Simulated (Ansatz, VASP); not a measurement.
## One calculation of InAs, two programs

Contents of INCAR:

```
SYSTEM = InAs
ALGO     = Normal         ! electronic algorithm
EDIFF    = 1E-7           ! SCF threshold, eV
ENCUT    = 520            ! plane-wave cutoff, eV
GGA      = PS             ! functional
ISIF     = 2              ! what is computed and relaxed
ISMEAR   = -1             ! smearing method
IVDW     = 12             ! dispersion correction
LASPH    = .True.         ! aspherical terms in the spheres
LCHARG   = .False.        ! write CHGCAR
LREAL    = .False.        ! projectors in reciprocal space
LWAVE    = .False.        ! write WAVECAR
NBANDS   = 16             ! bands
NELM     = 100            ! most SCF steps
PREC     = Accurate       ! precision mode
SIGMA    = 0.05           ! smearing width, eV
```

The input KPOINTS:

```
k-points
0
Gamma
  8 8 8
  0 0 0
```

Contents of POSCAR:

```
InAs
1.0
    0.0000000000      3.0771914981      3.0771914981
    3.0771914981      0.0000000000      3.0771914981
    3.0771914981      3.0771914981      0.0000000000
In As
1 1
Direct
    0.0000000000      0.0000000000      0.0000000000
    0.7500000000      0.7500000000      0.7500000000
```

Contents of input.yaml:

```yaml
crystal:
  lattice:
    - [0.0, 3.0771914981, 3.0771914981]
    - [3.0771914981, 0.0, 3.0771914981]
    - [3.0771914981, 3.0771914981, 0.0]
  atoms:
    - { symbol: In, position: [0.0, 0.0, 0.0] }
    - { symbol: As, position: [0.75, 0.75, 0.75] }
hamiltonian:
  xc: pbesol
  pseudopotentials: { kind: paw }
  dispersion: d3bj
kpoints:
  mp_grid: { grid: [8, 8, 8] }
scf:
  occupations: { method: fermi_dirac, width: 0.05 }
output:
  forces: true
  stress: true
  eigenvalues: true
```

Alike in both runs: task single point; functional PBEsol; dispersion D3(BJ); k mesh 8 × 8 × 8; occupations fermi-dirac, width 0.05 eV; no spin polarisation.

|  | VASP | Ansatz |
| --- | --- | --- |
| version | VASP 6.6.1 | Ansatz 0.2.0 |
| potentials or method | VASP PAW PBE potentials, release 64 (In_d, As) | Ansatz PAW |
| plane-wave cutoff (eV) | 520 | 420 |
| valence electrons in the cell | 18 | 28 |

```tsv
	VASP	Ansatz	Ansatz less VASP
gap on the k mesh at the Fermi level (eV)	none	none	-
pressure (GPa)	-3.3	-3.3	-0.07
```

VASP's potentials were made for PBE, not for PBEsol. A gap of «none» marks a metal or a gap that the smearing closes. VASP's potentials hold 18 valence electrons a cell and Ansatz's 28, so a difference there can come from the potentials and not from the codes.
